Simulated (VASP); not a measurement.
# CoSi2 (Imm2) in VASP: single point with PBEsol

Aim: the single point of CoSi2 with PBEsol.

Program: VASP 6.6.1. These are calculated values, not measurements. Logs are shortened: lines on timing, memory, paths and dates and some standing lists are left out, and cuts for length are marked.

## 1. The cell of the first run

Symmetry: Imm2, No. 44, orthorhombic system. Conventional cell: a = 3.757 Å, b = 5.313 Å, c = 3.757 Å, α = 90.00°, β = 90.00°, γ = 90.00°. Co (site symmetry mm2) has 8 Si at 2.24 to 2.36 Å within 3.0 Å. Si (site symmetry m) has 4 Co at 2.24 to 2.36 Å and 6 Si at 2.66 Å within 3.0 Å.

## 2. Single point, PBEsol (atoms displaced along a vibrational mode)

Input file INCAR:

```
SYSTEM = CoSi2
  PREC = Accurate
  ENCUT = 520
  EDIFF = 1E-6
  ISMEAR = 0
  SIGMA = 0.15
  LREAL = .FALSE.
  LASPH = .TRUE.
  NELM = 100
  ALGO = Normal
  ISIF = 2
  LWAVE = .FALSE.
  LCHARG = .FALSE.
  GGA = PS
  NBANDS = 16
```

Input file KPOINTS:

```
Automatic mesh
0
G
  16 16 16
  0 0 0
```

Input file POSCAR:

```
CoSi2
1.0
    0.0000000000      2.6562539604      2.6562539604
    2.6562539604      0.0000000000      2.6562539604
    2.6562539604      2.6562539604      0.0000000000
Co Si
1 2
Direct
    0.0000000000      0.0000000000     -0.0095146128
    0.2500000000      0.2500000000      0.2599826691
    0.7500000000      0.7500000000      0.7599826691
```

Potentials or basis: VASP PAW PBE potentials, release 64 (Co, Si).

The run is started by

```bash
$ cat potpaw_PBE.64/Co/POTCAR potpaw_PBE.64/Si/POTCAR > POTCAR
$ mpirun -np 1 vasp_std > vasp.out
```

OUTCAR:

```text
SYSTEM = CoSi2
   PREC = Accurate
   ENCUT = 520
   EDIFF = 1E-6
   ISMEAR = 0
   LREAL = .FALSE.
   LASPH = .TRUE.
   NELM = 100
   ISIF = 2
   GGA = PS

 ion  position               nearest neighbor table
   1  0.000  0.000  0.990-   3 2.24   2 2.24   3 2.30   3 2.30   2 2.30   2 2.30   3 2.36   2 2.36

   2  0.250  0.250  0.260-   1 2.24   1 2.30   1 2.30   1 2.36   3 2.66   3 2.66   3 2.66   3 2.66
                             3 2.66   3 2.66
   3  0.750  0.750  0.760-   1 2.24   1 2.30   1 2.30   1 2.36   2 2.66   2 2.66   2 2.66   2 2.66
                             2 2.66   2 2.66

  LATTYP: Found a face centered cubic cell.
 ALAT       =     5.3125079208

  Lattice vectors:

 A1 = (   0.0000000000,   2.6562539604,   2.6562539604)
 A2 = (   2.6562539604,   0.0000000000,   2.6562539604)
 A3 = (   2.6562539604,   2.6562539604,   0.0000000000)

Analysis of symmetry for initial positions (statically):
=====================================================================
 Subroutine PRICEL returns:
 Original cell was already a primitive cell.

 Routine SETGRP: Setting up the symmetry group for a
 face centered cubic supercell.

 Subroutine GETGRP returns: Found  4 space group operations
 (whereof  4 operations were pure point group operations)
 out of a pool of 48 trial point group operations.

The static configuration has the point symmetry C_2v.

Analysis of symmetry for dynamics (positions and initial velocities):
=====================================================================
 Subroutine PRICEL returns:
 Original cell was already a primitive cell.

 Routine SETGRP: Setting up the symmetry group for a
 face centered cubic supercell.

 Subroutine GETGRP returns: Found  4 space group operations
 (whereof  4 operations were pure point group operations)
 out of a pool of 48 trial point group operations.

The dynamic configuration has the point symmetry C_2v.

 Subroutine INISYM returns: Found  4 space group operations
 (whereof  4 operations are pure point group operations),
 and found     1 'primitive' translations

----------------------------------------------------------------------------------------

                                     Primitive cell

  volume of cell :      37.4834

  direct lattice vectors                    reciprocal lattice vectors
     0.000000000  2.656253960  2.656253960    -0.188235013  0.188235013  0.188235013
     2.656253960  0.000000000  2.656253960     0.188235013 -0.188235013  0.188235013
     2.656253960  2.656253960  0.000000000     0.188235013  0.188235013 -0.188235013

  length of vectors
     3.756510376  3.756510376  3.756510376     0.326032607  0.326032607  0.326032607

  position of ions in fractional coordinates (direct lattice)
     0.000000000  0.000000000  0.990485387
     0.250000000  0.250000000  0.259982669
     0.750000000  0.750000000  0.759982669

  ion indices of the primitive-cell ions
   primitive index   ion index
                 1           1
                 2           2
                 3           3

----------------------------------------------------------------------------------------

 KPOINTS: Automatic mesh

Automatic generation of k-mesh.
 Grid dimensions read from file:
 generate k-points for:   16   16   16

 Generating k-lattice:

  Cartesian coordinates                     Fractional coordinates (reciprocal lattice)
    -0.011764688  0.011764688  0.011764688     0.062500000  0.000000000  0.000000000
     0.011764688 -0.011764688  0.011764688     0.000000000  0.062500000  0.000000000
     0.011764688  0.011764688 -0.011764688     0.000000000  0.000000000  0.062500000

  Length of vectors
     0.020377038  0.020377038  0.020377038

  Shift w.r.t. Gamma in fractional coordinates (k-lattice)
     0.000000000  0.000000000  0.000000000

 Subroutine IBZKPT returns following result:
 ===========================================

 Found    621 irreducible k-points:

 Following reciprocal coordinates:
            Coordinates               Weight
  0.000000  0.000000  0.000000      1.000000
  0.062500  0.000000  0.000000      4.000000
  0.000000  0.000000  0.062500      4.000000
  0.125000  0.000000  0.000000      4.000000
  0.000000  0.000000  0.125000      4.000000
  0.187500  0.000000  0.000000      4.000000
[... 16 lines left out ...]
  0.062500  0.062500 -0.062500      4.000000
  0.187500  0.062500  0.000000      4.000000
 [... further k-points ...]
   k-points           NKPTS =    621   k-points in BZ     NKDIM =    621   number of bands    NBANDS=     16
   number of dos      NEDOS =    301   number of ions     NIONS =      3
   total plane-waves  NPLWV =  21952
   dimension x,y,z NGX =    28 NGY =   28 NGZ =   28
   dimension x,y,z NGXF=    56 NGYF=   56 NGZF=   56
   ions per type =               1   2
   NGX,Y,Z   is equivalent  to a cutoff of  12.39, 12.39, 12.39 a.u.
   NGXF,Y,Z  is equivalent  to a cutoff of  24.78, 24.78, 24.78 a.u.
 SYSTEM =  CoSi2
   PREC   = accura    normal or accurate (medium, high low for compatibility)
   ISTART =      0    job   : 0-new  1-cont  2-samecut
   ICHARG =      2    charge: 1-file 2-atom 10-const
   ISPIN  =      1    spin polarized calculation?
   LNONCOLLINEAR =      F non collinear calculations
   LSORBIT =      F    spin-orbit coupling
   LASPH  =      T    aspherical Exc in radial PAW
   ENCUT  =  520.0 eV  38.22 Ry    6.18 a.u.   6.98  6.98  6.98*2*pi/ulx,y,z
   NELM   =    100;   NELMIN=  2; NELMDL= -5     # of ELM steps
   EDIFF  = 0.1E-05   stopping-criterion for ELM
   LREAL  =      F    real-space projection
   EDIFFG = 0.1E-04   stopping-criterion for IOM
   NSW    =      0    number of steps for IOM
   IBRION =     -1    ionic relax: 0-MD 1-quasi-New 2-CG
   NFREE  =      0    steps in history (QN), initial steepest desc. (CG)
   ISIF   =      2    stress and relaxation
   ISYM   =      2    0-nonsym 1-usesym 2-fastsym
   POTIM  = 0.5000    time-step for ionic-motion
   TEBEG  =    0.0;   TEEND  =   0.0 temperature during run
   PSTRESS=    0.0 pullay stress
   NELECT =      17.0000    total number of electrons
   NUPDOWN=      -1.0000    fix difference up-down
   EMIN   =  10.00;   EMAX   =-10.00  energy-range for DOS
   EFERMI =   0.00;   METHOD = LEGACY
   ISMEAR =     0;   SIGMA  =   0.15  broadening in eV -4-tet -1-fermi 0-gaus
   EFERMI_NEDOS =   21; number of points for ismear=-14 and -15
   IALGO  =     38    algorithm
   IMIX   =      4    mixing-type and parameters
     AMIX     =   0.40;   BMIX     =  1.00
     AMIX_MAG =   1.60;   BMIX_MAG =  1.00
  volume/ion in A,a.u.               =      12.49        84.32
  Fermi-wavevector in a.u.,A,eV,Ry     =   1.257800  2.376897 21.525240  1.582061
  Thomas-Fermi vector in A             =   2.391441
   LORBIT       =      0    0 simple, 1 ext, 2 COOP (PROOUT), +10 PAW based schemes
   GGA     = PS    functional components
   LHFCALC =     F    Hartree Fock is set to
   AEXX    =    0.0000 exact exchange contribution
   IVDW    =     0    specifies the selected vdW correction
   LEPSILON=     F    determine dielectric tensor
   LRPA    =     F    only Hartree local field effects (RPA)
 non-spin polarized calculation
 Gauss-broadening in eV      SIGMA  =   0.15
  energy-cutoff  :      520.00
  volume of cell :       37.48
 maximum number of plane-waves:      1036
   NGX = 13   NGY = 13   NGZ = 13

 number of electron      17.0000000 magnetization

 Free energy of the ion-electron system (eV)
  ---------------------------------------------------
  ext. energy  EPLUGINS =         0.00000000
  ---------------------------------------------------
  free energy    TOTEN  =       -20.95330069 eV

  energy without entropy =      -20.94207588  energy(sigma->0) =      -20.94768828

 E-fermi :  10.3200     XC(G=0): -11.9670

 val. band max:       10.3181289545   @ k =   0.1250   0.1250   0.5000
 cond. band min:      10.3290220742   @ k =   0.1250   0.0000  -0.3750
 fundamental gap:      0.0108931197
 Fermi energy:        10.3199899491

 k-point     1 :       0.0000    0.0000    0.0000
  band No.  band energies     occupation
      1      -2.9798      2.00000
      2       6.1303      2.00000
      3       6.1362      2.00000
      4       6.1398      2.00000
      5       8.3324      2.00000
      6       8.3355      2.00000
[... 8 lines left out ...]
     15      16.1026      0.00000
     16      16.1087      0.00000

 k-point     2 :       0.0625    0.0000    0.0000
  band No.  band energies     occupation
      1      -2.9193      2.00000
      2       5.9920      2.00000
      3       6.1540      2.00000
      4       6.1603      2.00000
      5       8.3132      2.00000
      6       8.3165      2.00000
[... 8 lines left out ...]
     15      15.8711      0.00000
     16      16.0324      0.00000

 k-point     3 :       0.0000    0.0000    0.0625
  band No.  band energies     occupation
      1      -2.9193      2.00000
      2       5.9897      2.00000
      3       6.1579      2.00000
      4       6.1591      2.00000
      5       8.3132      2.00000
      6       8.3164      2.00000
[... 8 lines left out ...]
     15      15.8658      0.00000
     16      16.0118      0.00000

 k-point     4 :       0.1250    0.0000    0.0000
  band No.  band energies     occupation
      1      -2.7383      2.00000
      2       5.5893      2.00000
      3       6.2160      2.00000
      4       6.2221      2.00000
      5       8.2644      2.00000
      6       8.2680      2.00000
[... 8 lines left out ...]
     15      15.7656      0.00000
     16      16.1018      0.00000

 k-point     5 :       0.0000    0.0000    0.1250
  band No.  band energies     occupation
      1      -2.7382      2.00000
      2       5.5880      2.00000
      3       6.2201      2.00000
      4       6.2210      2.00000
      5       8.2644      2.00000
      6       8.2679      2.00000
[... 8 lines left out ...]
     15      15.7142      0.00000
     16      16.1308      0.00000

 k-point     6 :       0.1875    0.0000    0.0000
  band No.  band energies     occupation
      1      -2.4387      2.00000
      2       4.9836      2.00000
      3       6.3087      2.00000
      4       6.3144      2.00000
      5       8.2105      2.00000
      6       8.2143      2.00000
[... 8 lines left out ...]
     15      16.1950      0.00000
     16      17.0622      0.00000
[... 267 lines left out ...]
 k-point    21 :       0.0000    0.1250    0.0625
  band No.  band energies     occupation
      1      -2.7582      2.00000
      2       5.7071      2.00000
      3       6.1652      2.00000
      4       6.1955      2.00000
      5       8.1673      2.00000
      6       8.3598      2.00000
[... 8 lines left out ...]
     15      16.0917      0.00000
     16      16.1879      0.00000

 k-point    22 :       0.0625    0.0000    0.1250
  band No.  band energies     occupation
      1      -2.7582      2.00000
      2       5.7054      2.00000
      3       6.1656      2.00000
      4       6.1982      2.00000
      5       8.1671      2.00000
      6       8.3598      2.00000
[... 8 lines left out ...]
     15      16.0933      0.00000
     16      16.2057      0.00000

 k-point    23 :       0.0625    0.0625   -0.0625
  band No.  band energies     occupation
      1      -2.7582      2.00000
      2       5.7088      2.00000
      3       6.1649      2.00000
      4       6.1953      2.00000
      5       8.1646      2.00000
      6       8.3623      2.00000
[... 8 lines left out ...]
     15      16.0765      0.00000
     16      16.1862      0.00000

 k-point    24 :       0.1875    0.0625    0.0000
  band No.  band energies     occupation
      1      -2.4982      2.00000
      2       5.1871      2.00000
      3       6.2223      2.00000
      4       6.3008      2.00000
      5       8.0588      2.00000
      6       8.3497      2.00000
[... 8 lines left out ...]
     15      16.6250      0.00000
     16      17.0339      0.00000

 [... further k-points ...]

------------------------ aborting loop because EDIFF is reached ----------------------------------------

  FORCE on cell =-STRESS in cart. coord.  units (eV):
  Direction    XX          YY          ZZ          XY          YZ          ZX
  --------------------------------------------------------------------------------------
  -------------------------------------------------------------------------------------
  Total        0.1037334      0.1037334      0.1357587      0.1186363      0.0000000      0.0000000
  in kB        4.4339452      4.4339452      5.8028266      5.0709515      0.0000000      0.0000000
  external PRESSURE =       4.8902390 kB  Pullay stress =       0.0000000 kB

 VOLUME and BASIS-vectors are now :
 -----------------------------------------------------------------------------
  energy-cutoff  :      520.00
  volume of cell :       37.48
      direct lattice vectors                 reciprocal lattice vectors
     0.000000000  2.656253960  2.656253960    -0.188235013  0.188235013  0.188235013
     2.656253960  0.000000000  2.656253960     0.188235013 -0.188235013  0.188235013
     2.656253960  2.656253960  0.000000000     0.188235013  0.188235013 -0.188235013

 POSITION                                       TOTAL-FORCE (eV/Angst)
 -----------------------------------------------------------------------------------
      2.63098      2.63098      0.00000         0.658411      0.658411      0.000000
      1.35464      1.35464      1.32813        -0.329206     -0.329206      0.061146
      4.01090      4.01090      3.98438        -0.329206     -0.329206     -0.061146
 -----------------------------------------------------------------------------------
    total drift:                                0.000096      0.000096     -0.000001

  FREE ENERGIE OF THE ION-ELECTRON SYSTEM (eV)
  ---------------------------------------------------
  free  energy   TOTEN  =       -20.9533006905 eV

  energy  without entropy=      -20.9420758775  energy(sigma->0) =      -20.94768828
```

Wall time 2.2 min (1 thread of Intel Xeon 6975P-C (Granite Rapids), shared host); peak memory 0.45 GiB.

What came out:

| Property | Result |
| --- | --- |
| Free energy | -20.9533 eV |
| Pressure | 0.5 GPa |
| Largest force | 0.931 eV/Å |
| Band gap on the k mesh | zero (an odd number of electrons rules out a gap without spin polarisation) |

Forces on the atoms (eV/Å):
```
Co   0.658  0.658  0.000
Si  -0.329 -0.329  0.061
Si  -0.329 -0.329 -0.061
```

Stress tensor (GPa, compression positive):
```
0.44 0.51 0.00
0.51 0.44 0.00
0.00 0.00 0.58
```

Levels at points of the mesh, in eV from the Fermi level:
| k point | band 7 | band 8 | band 9 | band 10 | band 11 | band 12 |
| --- | --- | --- | --- | --- | --- | --- |
| (0.00, 0.00, 0.00) | 1.02 | 3.31 | 3.31 | 3.44 | 3.54 | 3.67 |
| (0.50, 0.00, 0.00) | -1.71 | -0.45 | -0.43 | 2.65 | 3.51 | 3.59 |
| (0.00, 0.00, 0.50) | -1.69 | -0.46 | -0.44 | 2.71 | 3.51 | 3.54 |
| (0.50, 0.50, 0.00) | -2.03 | -1.98 | -1.38 | 1.69 | 2.89 | 8.62 |
| (0.00, 0.50, 0.50) | -2.02 | -1.98 | -1.39 | 1.68 | 2.89 | 8.63 |

Caveat: the cell differs from its parent crystal (atoms displaced along a vibrational mode); the PAW data sets were made with another functional, which shifts forces and pressure a little; the run has no spin polarisation, though such a crystal can be magnetic. Spin polarisation is off, so any magnetic state and its effect on volume and gap are missing.
